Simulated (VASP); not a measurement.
## W: single point with LDA

W:

```
W
1.0
    -1.56794    1.56794    1.56794
     1.56794   -1.56794    1.56794
     1.56794    1.56794   -1.56794
W
1
Direct
  0.00000 0.00000 0.00000
```

```
Program             : VASP 6.6.1
Task                : single point
Functional          : LDA
Potentials or basis : VASP PAW LDA potentials, release 64 (W_sv)
Cutoff              : 520 eV
k mesh              : 18 × 18 × 18
Occupations         : gaussian, width 0.1 eV
Spin                : no spin polarisation
```

```yaml
Pressure: 2.0 GPa
Band_gap_on_the_k_mesh: zero (band 7 reaches 17.07 eV, above the bottom of band 8 at 10.42 eV)
```

Levels at points of the mesh, in eV from the Fermi level:
```
           k point  band 4  band 5  band 6  band 7  band 8  band 9  band 10  band 11
(0.00, 0.00, 0.00)  -37.47   -9.68   -1.30   -1.30   -1.30    2.27     2.27    14.65
(0.50, 0.00, 0.00)  -37.48   -6.43   -3.71    0.95    2.19    3.18     6.40    11.56
(0.50, 0.50, 0.50)  -38.47   -6.06   -6.06    5.36    5.36    5.36     8.59     8.59
```

Wall time 12 s on 1 thread of Intel(R) Xeon(R) Platinum 8559C (Emerald Rapids), on a shared host, peak memory 0.14 GiB.

Caveat: spin-orbit coupling is left out, which moves the levels of the heavy elements.
